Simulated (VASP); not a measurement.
# Ru2W (P6/mmm) in VASP: notebook, part 3 of 3

VASP 6.6.1.

## 4. Single point, PBE

File INCAR:

```
ALGO     = Fast           # electronic algorithm
EDIFF    = 1E-7           # SCF threshold, eV
ENCUT    = 520            # plane-wave cutoff, eV
GGA      = PE             # functional
ISIF     = 2              # what is computed and relaxed
ISMEAR   = 0              # smearing method
LASPH    = T              # aspherical terms in the spheres
LCHARG   = F              # write CHGCAR
LREAL    = F              # projectors in reciprocal space
LWAVE    = F              # write WAVECAR
NBANDS   = 28             # bands
NELM     = 80             # most SCF steps
PREC     = Accurate       # precision mode
SIGMA    = 0.1            # smearing width, eV
```

File KPOINTS:

```
k-points
0
Gamma
  12 12 16
```

File POSCAR:

```
Ru2W
1.0
    4.3189892601      0.0000000000      0.0000000000
   -2.1594946301      3.7403544180      0.0000000000
    0.0000000000      0.0000000000      2.7412420923
Ru W
2 1
Direct
    0.3333333333      0.6666666667      0.5000000000
    0.6666666667      0.3333333333      0.5000000000
    0.0000000000      0.0000000000      0.0000000000
```

Potentials or basis: VASP PAW PBE potentials, release 64 (Ru_pv, W_sv).

The run is started by

```console
> cat potpaw_PBE.64/Ru_pv/POTCAR potpaw_PBE.64/W_sv/POTCAR > POTCAR
> mpirun -np 1 vasp_std > vasp.out
```

OUTCAR:

```text
EDIFF = 1E-7
   ENCUT = 520
   GGA = PE
   ISIF = 2
   ISMEAR = 0
   LASPH = T
   LREAL = F
   NELM = 80
   PREC = Accurate

 ion  position               nearest neighbor table
   1  0.333  0.667  0.500-   2 2.49   2 2.49   2 2.49   3 2.85   3 2.85   3 2.85   3 2.85   3 2.85
                             3 2.85
   2  0.667  0.333  0.500-   1 2.49   1 2.49   1 2.49   3 2.85   3 2.85   3 2.85   3 2.85   3 2.85
                             3 2.85
   3  0.000  0.000  0.000-   1 2.85   2 2.85   1 2.85   2 2.85   2 2.85   2 2.85   1 2.85   1 2.85
                             2 2.85   2 2.85   1 2.85   1 2.85

  LATTYP: Found a hexagonal cell.
 ALAT       =     4.3189892601
 C/A-ratio  =     0.6346952787

  Lattice vectors:

 A1 = (   4.3189892601,   0.0000000000,   0.0000000000)
 A2 = (  -2.1594946301,   3.7403544180,   0.0000000000)
 A3 = (   0.0000000000,   0.0000000000,   2.7412420923)

Analysis of symmetry for initial positions (statically):
=====================================================================
 Subroutine PRICEL returns:
 Original cell was already a primitive cell.

 Routine SETGRP: Setting up the symmetry group for a
 hexagonal supercell.

 Subroutine GETGRP returns: Found 24 space group operations
 (whereof 24 operations were pure point group operations)
 out of a pool of 24 trial point group operations.

The static configuration has the point symmetry D_6h.

Analysis of symmetry for dynamics (positions and initial velocities):
=====================================================================
 Subroutine PRICEL returns:
 Original cell was already a primitive cell.

 Routine SETGRP: Setting up the symmetry group for a
 hexagonal supercell.

[... 118 lines left out ...]
   NUPDOWN=      -1.0000    fix difference up-down
   EMIN   =  10.00;   EMAX   =-10.00  energy-range for DOS
   EFERMI =   0.00;   METHOD = LEGACY
   ISMEAR =     0;   SIGMA  =   0.10  broadening in eV -4-tet -1-fermi 0-gaus
   EFERMI_NEDOS =   21; number of points for ismear=-14 and -15
   IALGO  =     68    algorithm
   IMIX   =      4    mixing-type and parameters
     AMIX     =   0.40;   BMIX     =  1.00
     AMIX_MAG =   1.60;   BMIX_MAG =  1.00
  volume/ion in A,a.u.               =      14.76        99.61
  Fermi-wavevector in a.u.,A,eV,Ry     =   1.608461  3.039550 35.200264  2.587146
  Thomas-Fermi vector in A             =   2.704327
   LORBIT       =      0    0 simple, 1 ext, 2 COOP (PROOUT), +10 PAW based schemes
   GGA     = PE    functional components
   LHFCALC =     F    Hartree Fock is set to
   AEXX    =    0.0000 exact exchange contribution
   IVDW    =     0    specifies the selected vdW correction
   LEPSILON=     F    determine dielectric tensor
   LRPA    =     F    only Hartree local field effects (RPA)
 non-spin polarized calculation
 RMM-DIIS sequential band-by-band and
 Gauss-broadening in eV      SIGMA  =   0.10
  energy-cutoff  :      520.00
  volume of cell :       44.28
 maximum number of plane-waves:      1214
   NGX = 17   NGY = 17   NGZ = 11

 number of electron      42.0000016 magnetization

 Free energy of the ion-electron system (eV)
  ---------------------------------------------------
  ext. energy  EPLUGINS =         0.00000000
  ---------------------------------------------------
  free energy    TOTEN  =       -30.87283320 eV

  energy without entropy =      -30.85451017  energy(sigma->0) =      -30.86367168

 E-fermi :  11.7343     XC(G=0): -13.7524

 val. band max:       11.7329735667   @ k =   0.2500   0.1667   0.3125
 cond. band min:      11.7352731464   @ k =   0.4167   0.0833   0.4375
 fundamental gap:      0.0022995797
 Fermi energy:        11.7343278257

 k-point     1 :       0.0000    0.0000    0.0000
  band No.  band energies     occupation
      1     -62.2246      2.00000
      2     -31.5783      2.00000
      3     -31.5783      2.00000
      4     -30.8749      2.00000
      5     -30.8749      2.00000
      6     -30.8690      2.00000
[... 733 lines left out ...]
     27      15.8106      0.00000
     28      16.8501      0.00000

 [... further k-points ...]

------------------------ aborting loop because EDIFF is reached ----------------------------------------

  FORCE on cell =-STRESS in cart. coord.  units (eV):
  Direction    XX          YY          ZZ          XY          YZ          ZX
  --------------------------------------------------------------------------------------
  -------------------------------------------------------------------------------------
  Total        0.0683799      0.0683799      0.0625471     -0.0000000     -0.0000000      0.0000000
  in kB        2.4739835      2.4739835      2.2629539     -0.0000000     -0.0000000      0.0000000
  external PRESSURE =       2.4036403 kB  Pullay stress =       0.0000000 kB

 VOLUME and BASIS-vectors are now :
 -----------------------------------------------------------------------------
  energy-cutoff  :      520.00
  volume of cell :       44.28
      direct lattice vectors                 reciprocal lattice vectors
     4.318989260  0.000000000  0.000000000     0.231535653  0.133677172  0.000000000
    -2.159494630  3.740354418  0.000000000     0.000000000  0.267354344  0.000000000
     0.000000000  0.000000000  2.741242092     0.000000000  0.000000000  0.364798134

 POSITION                                       TOTAL-FORCE (eV/Angst)
 -----------------------------------------------------------------------------------
     -0.00000      2.49357      1.37062         0.000000     -0.000000      0.000000
      2.15949      1.24678      1.37062        -0.000000      0.000000      0.000000
      0.00000      0.00000      0.00000         0.000000      0.000000      0.000000
 -----------------------------------------------------------------------------------
    total drift:                               -0.000000      0.000000      0.000000

  FREE ENERGIE OF THE ION-ELECTRON SYSTEM (eV)
  ---------------------------------------------------
  free  energy   TOTEN  =       -30.8728331952 eV

  energy  without entropy=      -30.8545101720  energy(sigma->0) =      -30.86367168
```

OSZICAR:

```text
N       E                     dE             d eps       ncg     rms          rms(c)
DAV:   1     0.466765248788E+03    0.46677E+03   -0.24255E+04  9584   0.170E+03
DAV:   2    -0.162012131406E+02   -0.48297E+03   -0.47205E+03 10100   0.516E+02
DAV:   3    -0.325459911467E+02   -0.16345E+02   -0.15859E+02 10456   0.959E+01
DAV:   4    -0.328058238519E+02   -0.25983E+00   -0.25911E+00 10504   0.111E+01
DAV:   5    -0.328100216235E+02   -0.41978E-02   -0.41975E-02 10668   0.150E+00    0.254E+01
RMM:   6    -0.311858651965E+02    0.16242E+01   -0.37199E+00  9590   0.143E+01    0.913E+00
RMM:   7    -0.314411801037E+02   -0.25531E+00   -0.19304E+00 10545   0.707E+00    0.570E+00
RMM:   8    -0.308803635615E+02    0.56082E+00   -0.61312E-01 10109   0.513E+00    0.811E-01
RMM:   9    -0.308739358169E+02    0.64277E-02   -0.45519E-02 10392   0.121E+00    0.388E-01
RMM:  10    -0.308728132723E+02    0.11225E-02   -0.48997E-03 11065   0.517E-01    0.957E-02
RMM:  11    -0.308728234044E+02   -0.10132E-04   -0.10152E-03 11365   0.206E-01    0.439E-02
RMM:  12    -0.308728313178E+02   -0.79134E-05   -0.22057E-04 12481   0.985E-02    0.133E-02
RMM:  13    -0.308728343946E+02   -0.30768E-05   -0.58358E-05 14230   0.448E-02    0.930E-03
RMM:  14    -0.308728345764E+02   -0.18182E-06   -0.81714E-06 14038   0.188E-02    0.573E-03
RMM:  15    -0.308728328912E+02    0.16852E-05   -0.16755E-06 12990   0.929E-03    0.231E-03
RMM:  16    -0.308728332674E+02   -0.37626E-06   -0.34202E-07  8736   0.402E-03    0.407E-04
RMM:  17    -0.308728331952E+02    0.72233E-07   -0.98238E-08  6193   0.219E-03
   1 F= -.30872833E+02 E0= -.30863672E+02  d E =-.183230E-01
```

Wall time 89 s (1 thread of Intel Xeon 6975P-C (Granite Rapids), shared host); peak memory 0.3 GiB.

Results:

```
Free energy            : -30.8728 eV
Pressure               : 0.2 GPa
Band gap on the k mesh : zero (bands 21 and 22 overlap by 3.38 eV)
```

Caveat: spin-orbit coupling is left out, which moves the levels of the heavy elements.

## 5. Relaxation of cell and atoms, PBE

File INCAR:

```
PREC = Accurate ; ENCUT = 600
EDIFF = 1E-7 ; ISMEAR = 0
SIGMA = 0.1 ; LREAL = False
LASPH = True ; NELM = 100
ALGO = Fast ; ISIF = 3
LWAVE = False ; LCHARG = False
GGA = PE ; IBRION = 2
NSW = 100 ; EDIFFG = -0.01
```

File KPOINTS:

```
Automatic mesh
0
Gamma
  12 12 16
```

File POSCAR:

```
Ru2W
1.0
    4.3202254152      0.0000000000      0.0000000000
   -2.1601127076      3.7414249597      0.0000000000
    0.0000000000      0.0000000000      2.7412730646
Ru W
2 1
Direct
    0.3333333333      0.6666666667      0.5000000000
    0.6666666667      0.3333333333      0.5000000000
    0.0000000000      0.0000000000      0.0000000000
```

Potentials or basis: VASP PAW PBE potentials, release 64 (Ru_pv, W_sv).

The run is started by

```console
> cat potpaw_PBE.64/Ru_pv/POTCAR potpaw_PBE.64/W_sv/POTCAR > POTCAR
> mpirun -np 1 vasp_std > vasp.out
```

OUTCAR:

```text
PREC = Accurate
   ENCUT = 600
   EDIFF = 1E-7
   ISMEAR = 0
   LREAL = False
   LASPH = True
   NELM = 100
   ISIF = 3
   GGA = PE
   IBRION = 2
   NSW = 100
   EDIFFG = -0.01

 ion  position               nearest neighbor table
   1  0.333  0.667  0.500-   2 2.49   2 2.49   2 2.49   3 2.85   3 2.85   3 2.85   3 2.85   3 2.85
                             3 2.85
   2  0.667  0.333  0.500-   1 2.49   1 2.49   1 2.49   3 2.85   3 2.85   3 2.85   3 2.85   3 2.85
                             3 2.85
   3  0.000  0.000  0.000-   1 2.85   2 2.85   1 2.85   2 2.85   2 2.85   2 2.85   1 2.85   1 2.85
                             2 2.85   2 2.85   1 2.85   1 2.85

  LATTYP: Found a hexagonal cell.
 ALAT       =     4.3202254152
 C/A-ratio  =     0.6345208412

  Lattice vectors:

 A1 = (   4.3202254152,   0.0000000000,   0.0000000000)
 A2 = (  -2.1601127076,   3.7414249597,   0.0000000000)
 A3 = (   0.0000000000,   0.0000000000,   2.7412730646)

Analysis of symmetry for initial positions (statically):
=====================================================================
 Subroutine PRICEL returns:
 Original cell was already a primitive cell.

 Routine SETGRP: Setting up the symmetry group for a
 hexagonal supercell.

 Subroutine GETGRP returns: Found 24 space group operations
 (whereof 24 operations were pure point group operations)
 out of a pool of 24 trial point group operations.

The static configuration has the point symmetry D_6h.

Analysis of symmetry for dynamics (positions and initial velocities):
=====================================================================
 Subroutine PRICEL returns:
 Original cell was already a primitive cell.

 Routine SETGRP: Setting up the symmetry group for a
 hexagonal supercell.

 Subroutine GETGRP returns: Found 24 space group operations
 (whereof 24 operations were pure point group operations)
 out of a pool of 24 trial point group operations.

[... 130 lines left out ...]
   IVDW    =     0    specifies the selected vdW correction
   LEPSILON=     F    determine dielectric tensor
   LRPA    =     F    only Hartree local field effects (RPA)
 conjugate gradient relaxation of ions
 non-spin polarized calculation
 RMM-DIIS sequential band-by-band and
 Gauss-broadening in eV      SIGMA  =   0.10
  energy-cutoff  :      600.00
  volume of cell :       44.31
 maximum number of plane-waves:      1493
 NGX is ok and might be reduce to    36
   NGX = 17   NGY = 17   NGZ = 11

--------------------------------------- Ionic step        1  -------------------------------------------

 number of electron      42.0000004 magnetization

 Free energy of the ion-electron system (eV)
  ---------------------------------------------------
  ext. energy  EPLUGINS =         0.00000000
  ---------------------------------------------------
  free energy    TOTEN  =       -30.87292796 eV

  energy without entropy =      -30.85458171  energy(sigma->0) =      -30.86375483

------------------------ aborting loop because EDIFF is reached ----------------------------------------

  FORCE on cell =-STRESS in cart. coord.  units (eV):
  Direction    XX          YY          ZZ          XY          YZ          ZX
  --------------------------------------------------------------------------------------
  -------------------------------------------------------------------------------------
  Total        0.0048995      0.0048995      0.0318554      0.0000000      0.0000000      0.0000000
  in kB        0.1771613      0.1771613      1.1518537      0.0000000      0.0000000      0.0000000
  external PRESSURE =       0.5020588 kB  Pullay stress =       0.0000000 kB
[... 61 lines left out ...]
--------------------------------------- Ionic step        3  -------------------------------------------

 number of electron      42.0000004 magnetization

 Free energy of the ion-electron system (eV)
  ---------------------------------------------------
  ext. energy  EPLUGINS =         0.00000000
  ---------------------------------------------------
  free energy    TOTEN  =       -30.87293040 eV

  energy without entropy =      -30.85458112  energy(sigma->0) =      -30.86375576

 E-fermi :  11.7213     XC(G=0): -13.7475

 val. band max:       11.7198201291   @ k =   0.2500   0.1667   0.3125
 cond. band min:      11.7216916384   @ k =   0.4167   0.0833   0.4375
 fundamental gap:      0.0018715093
 Fermi energy:        11.7212534365

 k-point     1 :       0.0000    0.0000    0.0000
  band No.  band energies     occupation
      1     -62.2392      2.00000
      2     -31.5890      2.00000
      3     -31.5890      2.00000
      4     -30.8876      2.00000
      5     -30.8876      2.00000
      6     -30.8814      2.00000
[... 661 lines left out ...]
     24      12.4584      0.00000
     25      14.2854      0.00000

 [... further k-points ...]

------------------------ aborting loop because EDIFF is reached ----------------------------------------

  FORCE on cell =-STRESS in cart. coord.  units (eV):
  Direction    XX          YY          ZZ          XY          YZ          ZX
  --------------------------------------------------------------------------------------
  -------------------------------------------------------------------------------------
  Total       -0.0107018     -0.0107018      0.0043719      0.0000000     -0.0000000      0.0000000
  in kB       -0.3868855     -0.3868855      0.1580505      0.0000000     -0.0000000      0.0000000
  external PRESSURE =      -0.2052401 kB  Pullay stress =       0.0000000 kB
[... 18 lines left out ...]
  FREE ENERGIE OF THE ION-ELECTRON SYSTEM (eV)
  ---------------------------------------------------
  free  energy   TOTEN  =       -30.8729303991 eV

  energy  without entropy=      -30.8545811230  energy(sigma->0) =      -30.86375576

 reached required accuracy - stopping structural energy minimisation
```

CONTCAR:

```text
Ru2W
   1.00000000000000
     4.3203300680206080    0.0000000000000000    0.0000000000000000
    -2.1601650340103040    3.7415155917012286   -0.0000000000000000
    -0.0000000000000000    0.0000000000000000    2.7417048075343962
  Ru              W
     2     1
Direct
     0.3333333332999970    0.6666666667000030    0.5000000000000000
     0.6666666667000030    0.3333333332999970    0.5000000000000000
     0.0000000000000000    0.0000000000000000    0.0000000000000000

  0.00000000E+00  0.00000000E+00  0.00000000E+00
  0.00000000E+00  0.00000000E+00  0.00000000E+00
  0.00000000E+00  0.00000000E+00  0.00000000E+00
```

Wall time 3.7 min (1 thread of Intel Xeon 6975P-C (Granite Rapids), shared host); peak memory 0.34 GiB.

Results:

* Free energy: -30.8729 eV
* Relaxed volume: 14.77 Å³/atom
* Relaxed cell: a = 4.320 Å, b = 4.320 Å, c = 2.742 Å, α = 90.00°, β = 90.00°, γ = 120.00°
* Space group after relaxing (to 0.1 Å): P6/mmm (No. 191)
* Energy gained by relaxing: 0.0 meV/atom
* Ionic steps: 3
* Pressure after relaxing: 0.0 GPa
* Band gap on the k mesh: zero (bands 21 and 22 overlap by 3.37 eV)

Final structure:
```
Ru W
1.0
     4.32033    0.00000    0.00000
    -2.16017    3.74152    0.00000
     0.00000    0.00000    2.74170
Ru W
2 1
Direct
  0.33333 0.66667 0.50000
  0.66667 0.33333 0.50000
  0.00000 0.00000 0.00000
```

Levels at points of the mesh, in eV from the Fermi level:
| k point | band 18 | band 19 | band 20 | band 21 | band 22 | band 23 | band 24 | band 25 |
| --- | --- | --- | --- | --- | --- | --- | --- | --- |
| (0.00, 0.00, 0.00) | -1.65 | -1.32 | -1.32 | -1.07 | -1.07 | -0.34 | -0.34 | 3.58 |
| (0.50, 0.00, 0.00) | -2.12 | -1.45 | -1.07 | -0.30 | 0.83 | 1.27 | 1.39 | 2.20 |
| (0.00, 0.00, 0.50) | -1.98 | -1.62 | -1.62 | 2.31 | 2.79 | 2.79 | 3.19 | 3.20 |
| (0.50, 0.00, 0.50) | -1.15 | -0.49 | -0.43 | -0.06 | 0.25 | 2.27 | 2.77 | 3.00 |

Caveat: spin-orbit coupling is left out, which moves the levels of the heavy elements.

## 6. Summary

| task | cell | k mesh | cutoff (eV) | gap on the mesh (eV) | pressure (GPa) | relaxed volume (Å³/atom) |
| --- | --- | --- | --- | --- | --- | --- |
| single point | a = 4.320, b = 4.320, c = 2.741 Å, angles 90.0, 90.0, 120.0°, 3 atoms | 6 × 6 × 6 | 520 | none | 0.4 | - |
| relaxation of cell and atoms | relaxed from a = 4.311, b = 4.311, c = 2.752 Å, angles 90.0, 90.0, 120.0°, 3 atoms | 6 × 6 × 6 | 600 | none | 0.1 | 14.79 |
| single point | a = 4.319, b = 4.319, c = 2.741 Å, angles 90.0, 90.0, 120.0°, 3 atoms | 12 × 12 × 16 | 520 | none | 0.2 | - |
| relaxation of cell and atoms | relaxed from a = 4.320, b = 4.320, c = 2.741 Å, angles 90.0, 90.0, 120.0°, 3 atoms | 12 × 12 × 16 | 600 | none | 0.0 | 14.77 |

Alike in all rows: level PBE; potentials or basis VASP PAW PBE potentials, release 64 (Ru_pv, W_sv); no spin polarisation; smearing gaussian 0.1 eV.

Caveats: some runs use coarse meshes; spin-orbit coupling is left out, which moves the levels of the heavy elements.

Total energies depend on the potentials used, so only differences within one code and one set of settings carry meaning.
